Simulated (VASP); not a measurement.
# Mo (Im-3m) in VASP: relaxation of cell and atoms with r2SCAN

Aim: the relaxation of cell and atoms of Mo with r2SCAN.

Program: VASP 6.6.1. These are calculated values, not measurements. Logs are shortened: lines on timing, memory, paths and dates and some standing lists are left out, and cuts for length are marked.

## 1. The cell of the first run

Symmetry: Im-3m, No. 229, cubic system. The conventional cell has a = 3.150 Å, b = 3.150 Å, c = 3.150 Å, α = 90.00°, β = 90.00°, γ = 90.00°. Mo (site symmetry m-3m) has 14 Mo at 2.73 to 3.15 Å within 3.6 Å.

## 2. Relaxation of cell and atoms, r2SCAN

File POSCAR:

```
Mo
1.0
    3.1500000000      0.0000000000      0.0000000000
    0.0000000000      3.1500000000      0.0000000000
    0.0000000000      0.0000000000      3.1500000000
Mo
2
Direct
    0.0000000000      0.0000000000      0.0000000000
    0.5000000000      0.5000000000      0.5000000000
```

File INCAR.step1:

```
PREC = Accurate
ENCUT = 600
ISMEAR = -1
SIGMA = 0.05
LREAL = False
LASPH = True
NELM = 80
GGA = PE
ALGO = Normal
EDIFF = 1E-4
LWAVE = True
LCHARG = False
```

File INCAR.step2:

```
PREC = Accurate
ENCUT = 600
EDIFF = 1E-6
ISMEAR = -1
SIGMA = 0.05
LREAL = False
LASPH = True
NELM = 80
ALGO = Normal
ISIF = 3
LWAVE = False
LCHARG = False
METAGGA = R2SCAN
LMIXTAU = True
IBRION = 2
NSW = 50
EDIFFG = -0.01
ISTART = 1
```

File KPOINTS:

```
Automatic mesh
0
Gamma
  14 14 14
```

Potentials or basis: VASP PAW PBE potentials, release 64 (Mo_sv).

Command:

```console
cat potpaw_PBE.64/Mo_sv/POTCAR > POTCAR
cp INCAR.step1 INCAR
mpirun -np 1 vasp_std > vasp.out
cp INCAR.step2 INCAR
mpirun -np 1 vasp_std > vasp.out
```

OUTCAR:

```text
PREC = Accurate
   ENCUT = 600
   EDIFF = 1E-6
   ISMEAR = -1
   LREAL = False
   LASPH = True
   NELM = 80
   ISIF = 3
   METAGGA = R2SCAN
   IBRION = 2
   NSW = 50
   EDIFFG = -0.01
   ISTART = 1

 ion  position               nearest neighbor table
   1  0.000  0.000  0.000-   2 2.73   2 2.73   2 2.73   2 2.73   2 2.73   2 2.73   2 2.73   2 2.73

   2  0.500  0.500  0.500-   1 2.73   1 2.73   1 2.73   1 2.73   1 2.73   1 2.73   1 2.73   1 2.73

  LATTYP: Found a simple cubic cell.
 ALAT       =     3.1500000000

  Lattice vectors:

 A1 = (   3.1500000000,   0.0000000000,   0.0000000000)
 A2 = (   0.0000000000,   3.1500000000,   0.0000000000)
 A3 = (   0.0000000000,   0.0000000000,   3.1500000000)

Analysis of symmetry for initial positions (statically):
=====================================================================
 Subroutine PRICEL returns following result:

  LATTYP: Found a body centered cubic cell.
 ALAT       =     3.1500000000

  Lattice vectors:

 A1 = (   1.5750000000,   1.5750000000,  -1.5750000000)
 A2 = (  -1.5750000000,   1.5750000000,   1.5750000000)
 A3 = (   1.5750000000,  -1.5750000000,   1.5750000000)

   2 primitive cells build up your supercell.

 Routine SETGRP: Setting up the symmetry group for a
 simple cubic supercell.

 Subroutine GETGRP returns: Found 48 space group operations
 (whereof 48 operations were pure point group operations)
 out of a pool of 48 trial point group operations.

The static configuration has the point symmetry O_h .

Analysis of symmetry for dynamics (positions and initial velocities):
=====================================================================
 Subroutine PRICEL returns following result:

  LATTYP: Found a body centered cubic cell.
 ALAT       =     3.1500000000

  Lattice vectors:

 A1 = (   1.5750000000,   1.5750000000,  -1.5750000000)
 A2 = (  -1.5750000000,   1.5750000000,   1.5750000000)
 A3 = (   1.5750000000,  -1.5750000000,   1.5750000000)

   2 primitive cells build up your supercell.

 Routine SETGRP: Setting up the symmetry group for a
 simple cubic supercell.

 Subroutine GETGRP returns: Found 48 space group operations
 (whereof 48 operations were pure point group operations)
 out of a pool of 48 trial point group operations.

The dynamic configuration has the point symmetry O_h .

 Subroutine INISYM returns: Found 48 space group operations
 (whereof 48 operations are pure point group operations),
 and found     2 'primitive' translations

----------------------------------------------------------------------------------------

                                     Primitive cell

  volume of cell :      15.6279

  direct lattice vectors                    reciprocal lattice vectors
     1.575000000  1.575000000 -1.575000000     0.317460317  0.317460317  0.000000000
    -1.575000000  1.575000000  1.575000000    -0.000000000  0.317460317  0.317460317
     1.575000000 -1.575000000  1.575000000     0.317460317  0.000000000  0.317460317

  length of vectors
     2.727980022  2.727980022  2.727980022     0.448956686  0.448956686  0.448956686

  position of ions in fractional coordinates (direct lattice)
     0.000000000  0.000000000  0.000000000

  ion indices of the primitive-cell ions
   primitive index   ion index
                 1           1

----------------------------------------------------------------------------------------

 KPOINTS: Automatic mesh

Automatic generation of k-mesh.
 Grid dimensions read from file:
 generate k-points for:   14   14   14

 Generating k-lattice:

  Cartesian coordinates                     Fractional coordinates (reciprocal lattice)
     0.022675737  0.000000000  0.000000000     0.071428571  0.000000000  0.000000000
     0.000000000  0.022675737  0.000000000     0.000000000  0.071428571  0.000000000
     0.000000000  0.000000000  0.022675737     0.000000000  0.000000000  0.071428571

  Length of vectors
     0.022675737  0.022675737  0.022675737

  Shift w.r.t. Gamma in fractional coordinates (k-lattice)
     0.000000000  0.000000000  0.000000000

 Subroutine IBZKPT returns following result:
 ===========================================

 Found    120 irreducible k-points:

 Following reciprocal coordinates:
            Coordinates               Weight
  0.000000  0.000000  0.000000      1.000000
  0.071429  0.000000  0.000000      6.000000
  0.142857  0.000000  0.000000      6.000000
  0.214286  0.000000  0.000000      6.000000
  0.285714  0.000000  0.000000      6.000000
  0.357143  0.000000  0.000000      6.000000
[... 16 lines left out ...]
  0.285714  0.214286  0.000000     24.000000
  0.357143  0.214286  0.000000     24.000000
 [... further k-points ...]
   k-points           NKPTS =    120   k-points in BZ     NKDIM =    120   number of bands    NBANDS=     18
   number of dos      NEDOS =    301   number of ions     NIONS =      2
   total plane-waves  NPLWV =  21952
   dimension x,y,z NGX =    28 NGY =   28 NGZ =   28
   dimension x,y,z NGXF=    56 NGYF=   56 NGZF=   56
   ions per type =               2
   NGX,Y,Z   is equivalent  to a cutoff of  14.78, 14.78, 14.78 a.u.
   NGXF,Y,Z  is equivalent  to a cutoff of  29.55, 29.55, 29.55 a.u.
 SYSTEM =  unknown system
   PREC   = accura    normal or accurate (medium, high low for compatibility)
   ISTART =      1    job   : 0-new  1-cont  2-samecut
   ICHARG =      0    charge: 1-file 2-atom 10-const
   ISPIN  =      1    spin polarized calculation?
   LNONCOLLINEAR =      F non collinear calculations
   LSORBIT =      F    spin-orbit coupling
   LASPH  =      T    aspherical Exc in radial PAW
   ENCUT  =  600.0 eV  44.10 Ry    6.64 a.u.   6.29  6.29  6.29*2*pi/ulx,y,z
   NELM   =     80;   NELMIN=  2; NELMDL=  0     # of ELM steps
   EDIFF  = 0.1E-05   stopping-criterion for ELM
   LREAL  =      F    real-space projection
   EDIFFG = -.1E-01   stopping-criterion for IOM
   NSW    =     50    number of steps for IOM
   IBRION =      2    ionic relax: 0-MD 1-quasi-New 2-CG
   NFREE  =      1    steps in history (QN), initial steepest desc. (CG)
   ISIF   =      3    stress and relaxation
   ISYM   =      2    0-nonsym 1-usesym 2-fastsym
   POTIM  = 0.5000    time-step for ionic-motion
   TEBEG  =    0.0;   TEEND  =   0.0 temperature during run
   PSTRESS=    0.0 pullay stress
   NELECT =      28.0000    total number of electrons
   NUPDOWN=      -1.0000    fix difference up-down
   EMIN   =  10.00;   EMAX   =-10.00  energy-range for DOS
   EFERMI =   0.00;   METHOD = LEGACY
   ISMEAR =    -1;   SIGMA  =   0.05  broadening in eV -4-tet -1-fermi 0-gaus
   EFERMI_NEDOS =   21; number of points for ismear=-14 and -15
   IALGO  =     38    algorithm
   IMIX   =      4    mixing-type and parameters
     AMIX     =   0.40;   BMIX     =  1.00
     AMIX_MAG =   1.60;   BMIX_MAG =  1.00
  volume/ion in A,a.u.               =      15.63       105.46
  Fermi-wavevector in a.u.,A,eV,Ry     =   1.578157  2.982285 33.886404  2.490580
  Thomas-Fermi vector in A             =   2.678731
   LORBIT       =      0    0 simple, 1 ext, 2 COOP (PROOUT), +10 PAW based schemes
   METAGGA = R2SCAN    functional components
   LHFCALC =     F    Hartree Fock is set to
   AEXX    =    0.0000 exact exchange contribution
   IVDW    =     0    specifies the selected vdW correction
   LEPSILON=     F    determine dielectric tensor
   LRPA    =     F    only Hartree local field effects (RPA)
 conjugate gradient relaxation of ions
 non-spin polarized calculation
  energy-cutoff  :      600.00
  volume of cell :       31.26
 maximum number of plane-waves:      1064
 NGX is ok and might be reduce to    28
   NGX = 13   NGY = 13   NGZ = 13

--------------------------------------- Ionic step        1  -------------------------------------------

 number of electron      28.0000005 magnetization

 Free energy of the ion-electron system (eV)
  ---------------------------------------------------
  ext. energy  EPLUGINS =         0.00000000
  ---------------------------------------------------
  free energy    TOTEN  =       -52.15197083 eV

  energy without entropy =      -52.13933494  energy(sigma->0) =      -52.14565288

------------------------ aborting loop because EDIFF is reached ----------------------------------------

  FORCE on cell =-STRESS in cart. coord.  units (eV):
  Direction    XX          YY          ZZ          XY          YZ          ZX
  --------------------------------------------------------------------------------------
  -------------------------------------------------------------------------------------
  Total        0.3117965      0.3117965      0.3117965      0.0000000      0.0000000      0.0000000
  in kB       15.9827026     15.9827026     15.9827026      0.0000000      0.0000000      0.0000000
  external PRESSURE =      15.9827026 kB  Pullay stress =       0.0000000 kB
[... 57 lines left out ...]
  energy  without entropy=      -52.1324562413  energy(sigma->0) =      -52.13876431

--------------------------------------- Ionic step        3  -------------------------------------------

 number of electron      28.0000005 magnetization

 Free energy of the ion-electron system (eV)
  ---------------------------------------------------
  ext. energy  EPLUGINS =         0.00000000
  ---------------------------------------------------
  free energy    TOTEN  =       -52.15275156 eV

  energy without entropy =      -52.14011687  energy(sigma->0) =      -52.14643421

 E-fermi :  12.4999     XC(G=0): -14.6052

 val. band max:       12.4981974798   @ k =   0.4286   0.1429   0.0714
 cond. band min:      12.5039712930   @ k =   0.5000   0.1429   0.0000
 fundamental gap:      0.0057738132
 Fermi energy:        12.4998980771

 k-point     1 :       0.0000    0.0000    0.0000
  band No.  band energies     occupation
      1     -50.7660      2.00000
      2     -50.2787      2.00000
      3     -24.2674      2.00000
      4     -24.2674      2.00000
      5     -24.2674      2.00000
      6     -23.2500      2.00000
[... 10 lines left out ...]
     17      16.5706      0.00000
     18      16.5706      0.00000
[... 466 lines left out ...]
      2     -50.4147      2.00000
      3     -24.4988      2.00000
      4     -24.1701      2.00000
      5     -23.9141      2.00000
      6     -23.6713      2.00000
[... 10 lines left out ...]
     17      14.1577      0.00000
     18      15.0777      0.00000

 [... further k-points ...]
[... 5 lines left out ...]
  --------------------------------------------------------------------------------------
  -------------------------------------------------------------------------------------
  Total       -0.0010169     -0.0010169     -0.0010169     -0.0000000     -0.0000000     -0.0000000
  in kB       -0.0518386     -0.0518386     -0.0518386     -0.0000000     -0.0000000     -0.0000000
  external PRESSURE =      -0.0518386 kB  Pullay stress =       0.0000000 kB
[... 17 lines left out ...]
  FREE ENERGIE OF THE ION-ELECTRON SYSTEM (eV)
  ---------------------------------------------------
  free  energy   TOTEN  =       -52.1527515630 eV

  energy  without entropy=      -52.1401168668  energy(sigma->0) =      -52.14643421

 reached required accuracy - stopping structural energy minimisation
```

Wall time 4.5 min (1 thread of Intel Xeon 6975P-C (Granite Rapids), shared host); peak memory 0.22 GiB.

What came out:

```yaml
Free_energy: -52.1528 eV
Relaxed_volume: 15.71 Å³/atom
Relaxed_cell: a = 3.156 Å, b = 3.156 Å, c = 3.156 Å, α = 90.00°, β = 90.00°, γ = 90.00°
Space_group_after_relaxing_to_0.1_Å: Im-3m (No. 229)
Energy_gained_by_relaxing: 0.4 meV/atom
Ionic_steps: 3
Pressure_after_relaxing: 0.0 GPa
Band_gap_on_the_k_mesh: zero (bands 14 and 15 overlap by 2.22 eV)
```

The path:
| step | energy change (eV) | largest force (eV/Å) | pressure (GPa) | volume (Å³) |
| --- | --- | --- | --- | --- |
| 1 | 0.0000 | 0.0000 | 1.60 | 31.26 |
| 2 | 0.0069 | 0.0000 | -4.46 | 31.97 |
| 3 | -0.0008 | 0.0000 | -0.01 | 31.43 |

Final structure:
```
Mo
1.0
     3.15579    0.00000    0.00000
     0.00000    3.15579    0.00000
     0.00000    0.00000    3.15579
Mo
2
Direct
  0.00000 0.00000 0.00000
  0.50000 0.50000 0.50000
```

Levels at points of the mesh, in eV from the Fermi level:
```tsv
k point	band 10	band 11	band 12	band 13	band 14	band 15	band 16	band 17	band 18
(0.00, 0.00, 0.00)	-5.64	-5.64	-1.45	-1.45	-1.45	1.86	1.86	4.07	4.07
(0.50, 0.00, 0.00)	-3.99	-2.72	-2.72	-0.70	-0.70	-0.70	-0.70	0.86	0.86
(0.50, 0.50, 0.00)	-5.60	-3.60	-3.60	1.52	1.52	1.84	1.84	2.53	2.53
(0.50, 0.50, 0.50)	-2.83	-2.83	-2.83	-2.83	-2.83	2.67	2.67	2.67	2.67
```

Caveat: the PAW data sets were made with another functional, which shifts forces and pressure a little.
